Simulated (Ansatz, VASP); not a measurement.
## Two plane-wave programs on BeS

```
Be S
1.0
     0.00000    2.37398    2.41233
     2.41233    0.00000    2.41233
     2.41233    2.37398    0.00000
Be S
1 1
Cartesian
  0.0000 0.0000 0.0000
  3.6185 3.5610 3.6185
```

Alike in both runs: task single point; functional PBEsol; k mesh 10 × 10 × 10; occupations gaussian, width 0.05 eV; no spin polarisation.

```csv
,VASP,Ansatz
version,VASP 6.6.1,Ansatz 0.2.0
potentials or method,"VASP PAW PBE potentials, release 64 (Be, S), cutoff 520 eV","scalar-relativistic, plane waves, PAW"
valence electrons in the cell,8,8
```

|  | VASP | Ansatz | Ansatz less VASP |
| --- | --- | --- | --- |
| gap on the k mesh at the Fermi level (eV) | 2.71 | 2.71 | -0.004 |
| least direct gap on the mesh (eV) | 5.53 | 5.50 | -0.029 |
| pressure (GPa) | 2.6 | 2.5 | -0.17 |
| traceless stress, the component that is largest in VASP (GPa) | 0.99 | 1.00 | +0.005 |

VASP's potentials were made for PBE, not for PBEsol.
